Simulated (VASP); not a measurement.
# Sr (P6_3/mmc) in VASP: single point with PBEsol

Aim: the single point of Sr with PBEsol.

All numbers are computed with VASP 6.6.1; they aren't measurements. Logs are shortened: lines on timing, memory, paths and dates and some standing lists are left out, and cuts for length are marked.

## Step 1: The cell of the first run

Symmetry: P6_3/mmc, No. 194, hexagonal system. Conventional cell: a = 4.195 Å, b = 4.195 Å, c = 6.879 Å, α = 90.00°, β = 90.00°, γ = 120.00°. Sr (site symmetry -6m2) has 12 Sr at 4.19 to 4.21 Å within 5.5 Å.

## Step 2: Single point, PBEsol

INCAR reads:

```
ALGO = Fast ; EDIFF = 1E-7
ENCUT = 520 ; GGA = PS
ISIF = 2 ; ISMEAR = 0
LASPH = True ; LCHARG = False
LREAL = False ; LWAVE = False
NBANDS = 17 ; NELM = 100
PREC = Accurate ; SIGMA = 0.1
```

KPOINTS reads:

```
k-points
0
Gamma
  12 12 6
```

POSCAR reads:

```
Sr
1.0
    4.1945373319      0.0000000000      0.0000000000
   -2.0972686660      3.6325758865      0.0000000000
    0.0000000000      0.0000000000      6.8785252635
Sr
2
Direct
    0.3333333333      0.6666666667      0.2500000000
    0.6666666667      0.3333333333      0.7500000000
```

Potentials or basis: VASP PAW PBE potentials, release 64 (Sr_sv).

The run is started by

```sh
cat potpaw_PBE.64/Sr_sv/POTCAR > POTCAR
mpirun -np 1 vasp_std > vasp.out
```

OUTCAR:

```text
EDIFF = 1E-7
   ENCUT = 520
   GGA = PS
   ISIF = 2
   ISMEAR = 0
   LASPH = True
   LREAL = False
   NELM = 100
   PREC = Accurate

 ion  position               nearest neighbor table
   1  0.333  0.667  0.250-   2 4.21   2 4.21   2 4.21   2 4.21   2 4.21   2 4.21
   2  0.667  0.333  0.750-   1 4.21   1 4.21   1 4.21   1 4.21   1 4.21   1 4.21

  LATTYP: Found a hexagonal cell.
 ALAT       =     4.1945373319
 C/A-ratio  =     1.6398769922

  Lattice vectors:

 A1 = (   4.1945373319,   0.0000000000,   0.0000000000)
 A2 = (  -2.0972686660,   3.6325758865,   0.0000000000)
 A3 = (   0.0000000000,   0.0000000000,   6.8785252635)

Analysis of symmetry for initial positions (statically):
=====================================================================
 Subroutine PRICEL returns:
 Original cell was already a primitive cell.

 Routine SETGRP: Setting up the symmetry group for a
 hexagonal supercell.

 Subroutine GETGRP returns: Found 24 space group operations
 (whereof 12 operations were pure point group operations)
 out of a pool of 24 trial point group operations.

The static configuration has the point symmetry D_3d.
 The point group associated with its full space group is D_6h.

Analysis of symmetry for dynamics (positions and initial velocities):
=====================================================================
 Subroutine PRICEL returns:
 Original cell was already a primitive cell.

 Routine SETGRP: Setting up the symmetry group for a
 hexagonal supercell.

 Subroutine GETGRP returns: Found 24 space group operations
 (whereof 12 operations were pure point group operations)
 out of a pool of 24 trial point group operations.

The dynamic configuration has the point symmetry D_3d.
 The point group associated with its full space group is D_6h.

 Subroutine INISYM returns: Found 24 space group operations
 (whereof 12 operations are pure point group operations),
 and found     1 'primitive' translations

----------------------------------------------------------------------------------------

                                     Primitive cell

  volume of cell :     104.8079

  direct lattice vectors                    reciprocal lattice vectors
     4.194537332  0.000000000  0.000000000     0.238405316  0.137643374  0.000000000
    -2.097268666  3.632575887  0.000000000     0.000000000  0.275286747  0.000000000
     0.000000000  0.000000000  6.878525264     0.000000000  0.000000000  0.145380000

[... 77 lines left out ...]
   ISPIN  =      1    spin polarized calculation?
   LNONCOLLINEAR =      F non collinear calculations
   LSORBIT =      F    spin-orbit coupling
   LASPH  =      T    aspherical Exc in radial PAW
   ENCUT  =  520.0 eV  38.22 Ry    6.18 a.u.   7.80  7.80 12.79*2*pi/ulx,y,z
   NELM   =    100;   NELMIN=  2; NELMDL= -5     # of ELM steps
   EDIFF  = 0.1E-06   stopping-criterion for ELM
   LREAL  =      F    real-space projection
   EDIFFG = 0.1E-05   stopping-criterion for IOM
   NSW    =      0    number of steps for IOM
   IBRION =     -1    ionic relax: 0-MD 1-quasi-New 2-CG
   NFREE  =      0    steps in history (QN), initial steepest desc. (CG)
   ISIF   =      2    stress and relaxation
   ISYM   =      2    0-nonsym 1-usesym 2-fastsym
   POTIM  = 0.5000    time-step for ionic-motion
   TEBEG  =    0.0;   TEEND  =   0.0 temperature during run
   PSTRESS=    0.0 pullay stress
   NELECT =      20.0000    total number of electrons
   NUPDOWN=      -1.0000    fix difference up-down
   EMIN   =  10.00;   EMAX   =-10.00  energy-range for DOS
   EFERMI =   0.00;   METHOD = LEGACY
   ISMEAR =     0;   SIGMA  =   0.10  broadening in eV -4-tet -1-fermi 0-gaus
   EFERMI_NEDOS =   21; number of points for ismear=-14 and -15
   IALGO  =     68    algorithm
   IMIX   =      4    mixing-type and parameters
     AMIX     =   0.40;   BMIX     =  1.00
     AMIX_MAG =   1.60;   BMIX_MAG =  1.00
  volume/ion in A,a.u.               =      52.40       353.64
  Fermi-wavevector in a.u.,A,eV,Ry     =   0.942512  1.781089 12.086443  0.888328
  Thomas-Fermi vector in A             =   2.070128
   LORBIT       =      0    0 simple, 1 ext, 2 COOP (PROOUT), +10 PAW based schemes
   GGA     = PS    functional components
   LHFCALC =     F    Hartree Fock is set to
   AEXX    =    0.0000 exact exchange contribution
   IVDW    =     0    specifies the selected vdW correction
   LEPSILON=     F    determine dielectric tensor
   LRPA    =     F    only Hartree local field effects (RPA)
 non-spin polarized calculation
 RMM-DIIS sequential band-by-band and
 Gauss-broadening in eV      SIGMA  =   0.10
  energy-cutoff  :      520.00
  volume of cell :      104.81
 maximum number of plane-waves:      2848
 NGX is ok and might be reduce to    32
   NGX = 15   NGY = 15   NGZ = 25

 number of electron      20.0000000 magnetization

 Free energy of the ion-electron system (eV)
  ---------------------------------------------------
  ext. energy  EPLUGINS =         0.00000000
  ---------------------------------------------------
  free energy    TOTEN  =        -3.67576093 eV

  energy without entropy =       -3.66264197  energy(sigma->0) =       -3.66920145

 E-fermi :   1.6822     XC(G=0):  -7.5827

 val. band max:        1.6749194754   @ k =   0.3333   0.0000   0.0000
 cond. band min:       1.6838809552   @ k =   0.4167  -0.0000   0.0000
 fundamental gap:      0.0089614798
 Fermi energy:         1.6821683351

 k-point     1 :       0.0000    0.0000    0.0000
  band No.  band energies     occupation
      1     -34.7764      2.00000
      2     -34.7589      2.00000
      3     -16.9014      2.00000
      4     -16.7005      2.00000
      5     -16.7005      2.00000
      6     -16.6692      2.00000
[... 457 lines left out ...]
      4     -16.8189      2.00000
      5     -16.7988      2.00000
      6     -16.7383      2.00000
[... 9 lines left out ...]
     16       5.2939      0.00000
     17       5.3896      0.00000

 [... further k-points ...]
[... 5 lines left out ...]
  --------------------------------------------------------------------------------------
  -------------------------------------------------------------------------------------
  Total        0.0072952      0.0072952     -0.0017546     -0.0000000      0.0000000      0.0000000
  in kB        0.1115199      0.1115199     -0.0268222     -0.0000000      0.0000000      0.0000000
  external PRESSURE =       0.0654059 kB  Pullay stress =       0.0000000 kB

 VOLUME and BASIS-vectors are now :
 -----------------------------------------------------------------------------
  energy-cutoff  :      520.00
  volume of cell :      104.81
      direct lattice vectors                 reciprocal lattice vectors
     4.194537332  0.000000000  0.000000000     0.238405316  0.137643374  0.000000000
    -2.097268666  3.632575887  0.000000000     0.000000000  0.275286747  0.000000000
     0.000000000  0.000000000  6.878525264     0.000000000  0.000000000  0.145380000

 POSITION                                       TOTAL-FORCE (eV/Angst)
 -----------------------------------------------------------------------------------
     -0.00000      2.42172      1.71963         0.000000      0.000000      0.000000
      2.09727      1.21086      5.15889        -0.000000     -0.000000      0.000000
 -----------------------------------------------------------------------------------
    total drift:                               -0.000000      0.000000     -0.000000

  FREE ENERGIE OF THE ION-ELECTRON SYSTEM (eV)
  ---------------------------------------------------
  free  energy   TOTEN  =        -3.6757609344 eV

  energy  without entropy=       -3.6626419699  energy(sigma->0) =       -3.66920145
```

stdout:

```text
POSCAR found type information on POSCAR Sr
 POSCAR found :  1 types and       2 ions
 scaLAPACK will be used
 -----------------------------------------------------------------------------
|                                                                             |
[... 21 lines left out ...]
 num prob  num prob  num prob  num prob  num prob  num prob  num prob  num prob WARNING in EDDRMM: call to ZHEGV failed, returncode =   6  3     15
 num prob WARNING in EDDRMM: call to ZHEGV failed, returncode =   8  4     17
 num prob  num prob  num prob  num prob RMM:  16    -0.367576086767E+01   -0.18563E-06   -0.73726E-07  3115   0.255E-03    0.744E-04
 num prob  num prob  num prob  num prob  num prob  num prob  num prob WARNING in EDDRMM: call to ZHEGV failed, returncode =   8  4     16
 num prob  num prob  num prob  num prob RMM:  17    -0.367576093443E+01   -0.66762E-07   -0.28178E-07  2649   0.173E-03
```

Wall time 67 s (1 thread of Intel Xeon 6975P-C (Granite Rapids), shared host); peak memory 0.29 GiB.

What came out:

* Free energy: -3.6758 eV
* Pressure: 0.0 GPa
* Band gap on the k mesh: zero (band 10 reaches 1.81 eV, above the bottom of band 11 at 1.58 eV)

Levels at points of the mesh, in eV from the Fermi level:
```csv
k point,band 6,band 7,band 8,band 9,band 10,band 11,band 12,band 13,band 14,band 15
"(0.00, 0.00, 0.00)",-18.35,-18.35,-18.35,-3.76,-1.21,0.10,2.31,2.33,2.33,2.75
"(0.50, 0.00, 0.00)",-18.44,-18.40,-18.38,-1.15,-0.54,0.01,0.21,1.33,1.93,2.22
"(0.00, 0.00, 0.50)",-18.37,-18.37,-18.37,-2.78,-2.78,1.26,1.26,2.32,2.32,2.32
"(0.50, 0.00, 0.50)",-18.41,-18.41,-18.41,-0.87,-0.87,0.28,0.28,1.32,1.32,3.06
```

Caveat: the PAW data sets were made with another functional, which shifts forces and pressure a little.
